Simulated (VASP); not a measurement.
Set up this calculation in VASP 6.6.1, as the native input.

```yaml
Task: single point
Functional: LDA
Potentials_or_basis: VASP PAW LDA potentials, release 64 (C)
Cutoff: 520 eV
k_mesh: 18 × 18 × 6
Occupations: gaussian, width 0.1 eV
Spin: no spin polarisation
Dipole_correction: no
Further_INCAR_settings: ALGO = Normal; EDIFF = 1e-06; NBANDS = 16
```

The structure of C lies in POSCAR:

```
C
1.0
    1.2227750054     -2.1167317805      0.0000000000
    1.2227750054      2.1167317805      0.0000000000
    0.0000000000      0.0000000000      6.7349262475
C
4
Direct
    0.0833012261      0.9166987739      0.7499989969
    0.5833012261      0.4166987739      0.2500010031
    0.9166987739      0.0833012261      0.2500010031
    0.4166987739      0.5833012261      0.7499989969
```

These files were run (other wordings do the same):

INCAR

```
SYSTEM = C
  ALGO = Normal
  EDIFF = 1E-6
  ENCUT = 520
  ISIF = 2
  ISMEAR = 0
  LASPH = .TRUE.
  LCHARG = .FALSE.
  LREAL = .FALSE.
  LWAVE = .FALSE.
  NBANDS = 16
  NELM = 80
  PREC = Accurate
  SIGMA = 0.1
```

KPOINTS

```
k-points
0
G
  18 18 6
  0 0 0
```

Potentials or basis: VASP PAW LDA potentials, release 64 (C).

The run is started by

```bash
$ cat potpaw_LDA.64/C/POTCAR > POTCAR
$ mpirun -np 1 vasp_std > vasp.out
```

Results of the run:

```json
{
  "Pressure": "0.8 GPa",
  "Band gap on the k mesh": "zero (filled and empty bands touch)"
}
```

Wall time 120 s on 1 thread of Intel(R) Xeon(R) Platinum 8259CL CPU @ 2.50GHz (Skylake/Cascade Lake) (shared host), peak memory 0.24 GiB.
